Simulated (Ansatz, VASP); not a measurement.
**Two plane-wave programs on Si3S2**

```
CELL_PARAMETERS angstrom
1.73123 0.99952 9.11945
-1.73123 0.99952 9.11945
0.00000 -1.99905 9.11945
ATOMIC_POSITIONS crystal
Si 0.00000 0.00000 0.00000
Si 0.18668 0.18668 0.18668
Si 0.81332 0.81332 0.81332
S 0.38091 0.38091 0.38091
S 0.61909 0.61909 0.61909
```

Change from the starting cell: species swapped into the Bi2Se3 type (R-3m, No. 166).

Alike in both runs: functional PBE; k mesh 12 × 12 × 12; occupations gaussian, width 0.1 eV; no spin polarisation.

Ansatz relaxed the structure, and its values are those at the end. VASP's run is a single point on that final structure, the one shown.

|  | VASP | Ansatz |
| --- | --- | --- |
| version | VASP 6.6.1 | Ansatz 0.2.0 |
| potentials or method | VASP PAW PBE potentials, release 64 (Si, S), cutoff 520 eV | scalar-relativistic, plane waves, PAW |
| valence electrons in the cell | 24 | 24 |

|  | VASP | Ansatz | Ansatz less VASP |
| --- | --- | --- | --- |
| gap on the k mesh at the Fermi level (eV) | none | none | - |
| pressure (GPa) | -0.1 | 0.0 | +0.12 |
| rms of the force components (eV/Å) | 0.011 | 0.001 | -0.0100 |

A gap of «none» marks a metal or a gap that the smearing closes.
